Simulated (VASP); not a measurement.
# AlN (lda) (F-43m) in VASP: single point with LDA

Aim: the single point of AlN (lda) with LDA.

All numbers are computed with VASP 6.6.1; they aren't measurements. Logs are shortened: lines on timing, memory, paths and dates and some standing lists are left out, and cuts for length are marked.

## Step 1: The cell of the first run

It takes space group F-43m (No. 216, cubic). The conventional cell has a = 4.342 Å, b = 4.342 Å, c = 4.342 Å, α = 90.00°, β = 90.00°, γ = 90.00°. Within 2.5 Å of Al (site symmetry -43m) lie 4 N at 1.88 Å. Within 2.5 Å of N (site symmetry -43m) lie 4 Al at 1.88 Å.

## Step 2: Single point, LDA

Contents of INCAR:

```
  PREC = Accurate
  ENCUT = 600
  EDIFF = 1E-6
  ISMEAR = 0
  SIGMA = 0.02
  LREAL = False
  LASPH = True
  NELM = 120
  ALGO = Normal
  ISIF = 2
  LWAVE = False
  LCHARG = False
  NBANDS = 11
  GGA_COMPAT = False
```

Contents of KPOINTS:

```
Automatic mesh
0
Gamma
  10 10 10
```

Contents of POSCAR:

```
AlN
1.0
    0.0000000000      2.1710505102      2.1710505102
    2.1710505102      0.0000000000      2.1710505102
    2.1710505102      2.1710505102      0.0000000000
Al N
1 1
Direct
    0.0000000000      0.0000000000      0.0000000000
    0.2500000000      0.2500000000      0.2500000000
```

Potentials or basis: VASP PAW LDA potentials, release 64 (Al, N).

Command:

```console
cat potpaw_LDA.64/Al/POTCAR potpaw_LDA.64/N/POTCAR > POTCAR
mpirun -np 1 vasp_std > vasp.out
```

OUTCAR:

```text
PREC = Accurate
   ENCUT = 600
   EDIFF = 1E-6
   ISMEAR = 0
   LREAL = False
   LASPH = True
   NELM = 120
   ISIF = 2

 ion  position               nearest neighbor table
   1  0.000  0.000  0.000-   2 1.88   2 1.88   2 1.88   2 1.88
   2  0.250  0.250  0.250-   1 1.88   1 1.88   1 1.88   1 1.88

  LATTYP: Found a face centered cubic cell.
 ALAT       =     4.3421010204

  Lattice vectors:

 A1 = (   0.0000000000,   2.1710505102,   2.1710505102)
 A2 = (   2.1710505102,   0.0000000000,   2.1710505102)
 A3 = (   2.1710505102,   2.1710505102,   0.0000000000)

Analysis of symmetry for initial positions (statically):
=====================================================================
 Subroutine PRICEL returns:
 Original cell was already a primitive cell.

 Routine SETGRP: Setting up the symmetry group for a
 face centered cubic supercell.

 Subroutine GETGRP returns: Found 24 space group operations
 (whereof 24 operations were pure point group operations)
 out of a pool of 48 trial point group operations.

The static configuration has the point symmetry T_d .

Analysis of symmetry for dynamics (positions and initial velocities):
=====================================================================
 Subroutine PRICEL returns:
 Original cell was already a primitive cell.

 Routine SETGRP: Setting up the symmetry group for a
 face centered cubic supercell.

 Subroutine GETGRP returns: Found 24 space group operations
 (whereof 24 operations were pure point group operations)
 out of a pool of 48 trial point group operations.

The dynamic configuration has the point symmetry T_d .

 Subroutine INISYM returns: Found 24 space group operations
 (whereof 24 operations are pure point group operations),
 and found     1 'primitive' translations

----------------------------------------------------------------------------------------

                                     Primitive cell

  volume of cell :      20.4663

  direct lattice vectors                    reciprocal lattice vectors
     0.000000000  2.171050510  2.171050510    -0.230303255  0.230303255  0.230303255
     2.171050510  0.000000000  2.171050510     0.230303255 -0.230303255  0.230303255
     2.171050510  2.171050510  0.000000000     0.230303255  0.230303255 -0.230303255

  length of vectors
     3.070329076  3.070329076  3.070329076     0.398896939  0.398896939  0.398896939

  position of ions in fractional coordinates (direct lattice)
     0.000000000  0.000000000  0.000000000
     0.250000000  0.250000000  0.250000000

  ion indices of the primitive-cell ions
   primitive index   ion index
                 1           1
                 2           2

----------------------------------------------------------------------------------------

 KPOINTS: Automatic mesh

Automatic generation of k-mesh.
 Grid dimensions read from file:
 generate k-points for:   10   10   10

 Generating k-lattice:

  Cartesian coordinates                     Fractional coordinates (reciprocal lattice)
    -0.023030326  0.023030326  0.023030326     0.100000000  0.000000000  0.000000000
     0.023030326 -0.023030326  0.023030326     0.000000000  0.100000000  0.000000000
     0.023030326  0.023030326 -0.023030326     0.000000000  0.000000000  0.100000000

  Length of vectors
     0.039889694  0.039889694  0.039889694

  Shift w.r.t. Gamma in fractional coordinates (k-lattice)
     0.000000000  0.000000000  0.000000000

 Subroutine IBZKPT returns following result:
 ===========================================

 Found     47 irreducible k-points:

 Following reciprocal coordinates:
            Coordinates               Weight
  0.000000  0.000000  0.000000      1.000000
  0.100000  0.000000  0.000000      8.000000
  0.200000  0.000000  0.000000      8.000000
  0.300000  0.000000  0.000000      8.000000
  0.400000  0.000000  0.000000      8.000000
  0.500000  0.000000  0.000000      4.000000
[... 16 lines left out ...]
  0.300000  0.300000  0.000000      6.000000
  0.400000  0.300000  0.000000     24.000000
 [... further k-points ...]
   k-points           NKPTS =     47   k-points in BZ     NKDIM =     47   number of bands    NBANDS=     11
   number of dos      NEDOS =    301   number of ions     NIONS =      2
   total plane-waves  NPLWV =  21952
   dimension x,y,z NGX =    28 NGY =   28 NGZ =   28
   dimension x,y,z NGXF=    56 NGYF=   56 NGZF=   56
   ions per type =               1   1
   NGX,Y,Z   is equivalent  to a cutoff of  15.16, 15.16, 15.16 a.u.
   NGXF,Y,Z  is equivalent  to a cutoff of  30.32, 30.32, 30.32 a.u.
 SYSTEM =  unknown system
   PREC   = accura    normal or accurate (medium, high low for compatibility)
   ISTART =      0    job   : 0-new  1-cont  2-samecut
   ICHARG =      2    charge: 1-file 2-atom 10-const
   ISPIN  =      1    spin polarized calculation?
   LNONCOLLINEAR =      F non collinear calculations
   LSORBIT =      F    spin-orbit coupling
   LASPH  =      T    aspherical Exc in radial PAW
   ENCUT  =  600.0 eV  44.10 Ry    6.64 a.u.   6.13  6.13  6.13*2*pi/ulx,y,z
   NELM   =    120;   NELMIN=  2; NELMDL= -5     # of ELM steps
   EDIFF  = 0.1E-05   stopping-criterion for ELM
   LREAL  =      F    real-space projection
   EDIFFG = 0.1E-04   stopping-criterion for IOM
   NSW    =      0    number of steps for IOM
   IBRION =     -1    ionic relax: 0-MD 1-quasi-New 2-CG
   NFREE  =      0    steps in history (QN), initial steepest desc. (CG)
   ISIF   =      2    stress and relaxation
   ISYM   =      2    0-nonsym 1-usesym 2-fastsym
   POTIM  = 0.5000    time-step for ionic-motion
   TEBEG  =    0.0;   TEEND  =   0.0 temperature during run
   PSTRESS=    0.0 pullay stress
   NELECT =       8.0000    total number of electrons
   NUPDOWN=      -1.0000    fix difference up-down
   EMIN   =  10.00;   EMAX   =-10.00  energy-range for DOS
   EFERMI =   0.00;   METHOD = LEGACY
   ISMEAR =     0;   SIGMA  =   0.02  broadening in eV -4-tet -1-fermi 0-gaus
   EFERMI_NEDOS =   21; number of points for ismear=-14 and -15
   IALGO  =     38    algorithm
   IMIX   =      4    mixing-type and parameters
     AMIX     =   0.40;   BMIX     =  1.00
     AMIX_MAG =   1.60;   BMIX_MAG =  1.00
  volume/ion in A,a.u.               =      10.23        69.06
  Fermi-wavevector in a.u.,A,eV,Ry     =   1.196993  2.261989 19.494318  1.432792
  Thomas-Fermi vector in A             =   2.332919
   LORBIT       =      0    0 simple, 1 ext, 2 COOP (PROOUT), +10 PAW based schemes
   GGA     = CA    functional components
   LHFCALC =     F    Hartree Fock is set to
   AEXX    =    0.0000 exact exchange contribution
   IVDW    =     0    specifies the selected vdW correction
   LEPSILON=     F    determine dielectric tensor
   LRPA    =     F    only Hartree local field effects (RPA)
 non-spin polarized calculation
 Gauss-broadening in eV      SIGMA  =   0.02
  energy-cutoff  :      600.00
  volume of cell :       20.47
 maximum number of plane-waves:       701
 NGX is ok and might be reduce to    28
   NGX = 13   NGY = 13   NGZ = 13

 number of electron       8.0000000 magnetization

 Free energy of the ion-electron system (eV)
  ---------------------------------------------------
  ext. energy  EPLUGINS =         0.00000000
  ---------------------------------------------------
  free energy    TOTEN  =       -16.37602209 eV

  energy without entropy =      -16.37602209  energy(sigma->0) =      -16.37602209

 E-fermi :   5.9620     XC(G=0): -11.3441

 val. band max:        5.8777836333   @ k =   0.0000   0.0000   0.0000
 cond. band min:       9.1087170886   @ k =   0.5000   0.5000   0.0000
 fundamental gap:      3.2309334554
 Fermi energy:         5.9619601223

 k-point     1 :       0.0000    0.0000    0.0000
  band No.  band energies     occupation
      1      -9.0505      2.00000
      2       5.8778      2.00000
      3       5.8778      2.00000
      4       5.8778      2.00000
      5      10.2724      0.00000
      6      18.3872      0.00000
      7      18.3872      0.00000
      8      18.3872      0.00000
      9      23.5430      0.00000
     10      23.5430      0.00000
     11      24.9622      0.00000

 k-point     2 :       0.1000    0.0000    0.0000
  band No.  band energies     occupation
      1      -8.8978      2.00000
      2       5.0717      2.00000
      3       5.8254      2.00000
      4       5.8254      2.00000
      5      10.9111      0.00000
      6      18.0053      0.00000
      7      18.5223      0.00000
      8      18.5223      0.00000
      9      22.2764      0.00000
     10      22.2764      0.00000
     11      24.1612      0.00000

 k-point     3 :       0.2000    0.0000    0.0000
  band No.  band energies     occupation
      1      -8.4618      2.00000
      2       3.4499      2.00000
      3       5.6946      2.00000
      4       5.6946      2.00000
      5      12.0016      0.00000
      6      17.2217      0.00000
      7      18.4490      0.00000
      8      18.4490      0.00000
      9      21.7407      0.00000
     10      21.7407      0.00000
     11      23.2992      0.00000

 k-point     4 :       0.3000    0.0000    0.0000
  band No.  band energies     occupation
      1      -7.8233      2.00000
      2       1.7636      2.00000
      3       5.5448      2.00000
      4       5.5448      2.00000
      5      12.8036      0.00000
      6      16.4853      0.00000
      7      17.7782      0.00000
      8      17.7782      0.00000
      9      22.8066      0.00000
     10      22.8066      0.00000
     11      23.1197      0.00000
[... 239 lines left out ...]
 k-point    22 :      -0.2000    0.2000    0.0000
  band No.  band energies     occupation
      1      -7.6136      2.00000
      2       2.0818      2.00000
      3       4.1437      2.00000
      4       5.6213      2.00000
      5      13.5205      0.00000
      6      15.8152      0.00000
      7      17.2572      0.00000
      8      18.3194      0.00000
      9      20.8092      0.00000
     10      24.2710      0.00000
     11      27.2628      0.00000

 k-point    23 :       0.3000    0.3000    0.0000
  band No.  band energies     occupation
      1      -7.4275      2.00000
      2       2.3386      2.00000
      3       4.6102      2.00000
      4       4.6102      2.00000
      5      11.1811      0.00000
      6      15.4975      0.00000
      7      17.8132      0.00000
      8      20.3537      0.00000
      9      20.3537      0.00000
     10      26.2545      0.00000
     11      29.8038      0.00000

 k-point    24 :       0.4000    0.3000    0.0000
  band No.  band energies     occupation
      1      -6.9325      2.00000
      2       1.6747      2.00000
      3       4.1354      2.00000
      4       4.4438      2.00000
      5      10.7405      0.00000
      6      15.3313      0.00000
      7      18.1887      0.00000
      8      20.4387      0.00000
      9      20.9546      0.00000
     10      27.1718      0.00000
     11      29.5840      0.00000

 [... further k-points ...]
[... 5 lines left out ...]
  --------------------------------------------------------------------------------------
  -------------------------------------------------------------------------------------
  Total        0.0727790      0.0727790      0.0727790      0.0000000      0.0000000      0.0000000
  in kB        5.6974053      5.6974053      5.6974053      0.0000000      0.0000000      0.0000000
  external PRESSURE =       5.6974053 kB  Pullay stress =       0.0000000 kB

 VOLUME and BASIS-vectors are now :
 -----------------------------------------------------------------------------
  energy-cutoff  :      600.00
  volume of cell :       20.47
      direct lattice vectors                 reciprocal lattice vectors
     0.000000000  2.171050510  2.171050510    -0.230303255  0.230303255  0.230303255
     2.171050510  0.000000000  2.171050510     0.230303255 -0.230303255  0.230303255
     2.171050510  2.171050510  0.000000000     0.230303255  0.230303255 -0.230303255

 POSITION                                       TOTAL-FORCE (eV/Angst)
 -----------------------------------------------------------------------------------
      0.00000      0.00000      0.00000         0.000000      0.000000      0.000000
      1.08553      1.08553      1.08553        -0.000000     -0.000000     -0.000000
 -----------------------------------------------------------------------------------
    total drift:                               -0.000000     -0.000000     -0.000000

  FREE ENERGIE OF THE ION-ELECTRON SYSTEM (eV)
  ---------------------------------------------------
  free  energy   TOTEN  =       -16.3760220863 eV

  energy  without entropy=      -16.3760220863  energy(sigma->0) =      -16.37602209
```

Run time: 11 s. Hardware: 1 thread of Intel Xeon Platinum 8488C (Sapphire Rapids), shared host; peak memory 0.13 GiB.

What came out:

- Free energy: -16.3760 eV
- Pressure: 0.6 GPa
- Band gap on the k mesh: 3.23 eV, indirect (least direct gap 4.39 eV)
